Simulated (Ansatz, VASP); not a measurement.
## P in VASP and in Ansatz

Contents of POSCAR:

```
P
1.0
    1.6518921842     -5.3432540627      0.0000000000
    1.6518921842      5.3432540627      0.0000000000
    0.0000000000      0.0000000000      4.4650360847
P
4
Direct
    0.9008923526      0.0991076474      0.0850440362
    0.5991076474      0.4008923526      0.5850440362
    0.0991076474      0.9008923526      0.9149559638
    0.4008923526      0.5991076474      0.4149559638
```

File INCAR.step1:

```
SYSTEM = P
PREC = Accurate
ENCUT = 520
ISMEAR = -1
SIGMA = 0.02
LREAL = .FALSE.
LASPH = .TRUE.
NELM = 80
NBANDS = 18
GGA = PE
ALGO = Normal
EDIFF = 1E-4
LWAVE = .TRUE.
LCHARG = .FALSE.
```

INCAR.step2

```
SYSTEM = P
PREC = Accurate
ENCUT = 520
EDIFF = 1E-6
ISMEAR = -1
SIGMA = 0.02
LREAL = .FALSE.
LASPH = .TRUE.
NELM = 80
ALGO = Normal
ISIF = 2
LWAVE = .FALSE.
LCHARG = .FALSE.
METAGGA = R2SCAN
LMIXTAU = .TRUE.
NBANDS = 18
ISTART = 1
```

File KPOINTS:

```
regular mesh
0
G
  8 8 6
  0 0 0
```

Input for Ansatz:

```yaml
crystal:
  lattice:
    - [1.6518921842, -5.3432540627, 0.0]
    - [1.6518921842, 5.3432540627, 0.0]
    - [0.0, 0.0, 4.4650360847]
  atoms:
    - { symbol: P, position: [0.9008923526, 0.0991076474, 0.0850440362] }
    - { symbol: P, position: [0.5991076474, 0.4008923526, 0.5850440362] }
    - { symbol: P, position: [0.0991076474, 0.9008923526, 0.9149559638] }
    - { symbol: P, position: [0.4008923526, 0.5991076474, 0.4149559638] }
kpoints:
  mp_grid: { grid: [8, 8, 6] }
  band_path:
    path:
      - [0.0, 0.0, 0.0]
      - [-0.5, 0.5, 0.0]
      - [-0.2738941594, 0.7261058406, 0.0]
      - [0.2738941594, 0.2738941594, 0.0]
      - [0.0, 0.0, 0.5]
      - [0.2738941594, 0.2738941594, 0.5]
      - [-0.2738941594, 0.7261058406, 0.5]
      - [-0.5, 0.5, 0.5]
      - [0.0, 0.5, 0.0]
      - [-0.45, 0.45, 0.0]
      - [-0.4547788319, 0.5452211681, 0.0]
    npoints: 1
hamiltonian:
  xc: r2scan
scf:
  occupations: { method: fermi_dirac, width: 0.02 }
  n_extra_bands: 5
output:
  forces: true
  stress: true
  eigenvalues: true
```

Alike in both runs: task single point; functional r2SCAN; k mesh 8 × 8 × 6; occupations fermi-dirac, width 0.02 eV; no spin polarisation.

|  | VASP | Ansatz |
| --- | --- | --- |
| version | VASP 6.6.1 | Ansatz 0.2.0 |
| potentials or method | VASP PAW PBE potentials, release 64 (P) | plane waves, PAW |
| plane-wave cutoff (eV) | 520 | 500 |
| valence electrons in the cell | 20 | 20 |

Ansatz gave:

```
pressure (GPa)                                                : 0.7
traceless stress, the component that is largest in VASP (GPa) : 0.05
rms of the force components (eV/Å)                            : 0.031
```

**Question.** Estimate VASP's values.

**Answer.** Pressure (GPa): 0.1; traceless stress, the component that is largest in VASP (GPa): 0.12; rms of the force components (eV/Å): 0.089.

VASP's potentials were made for PBE, not for r2SCAN. Atom by atom the forces differ by 0.058 eV/Å (rms over components).
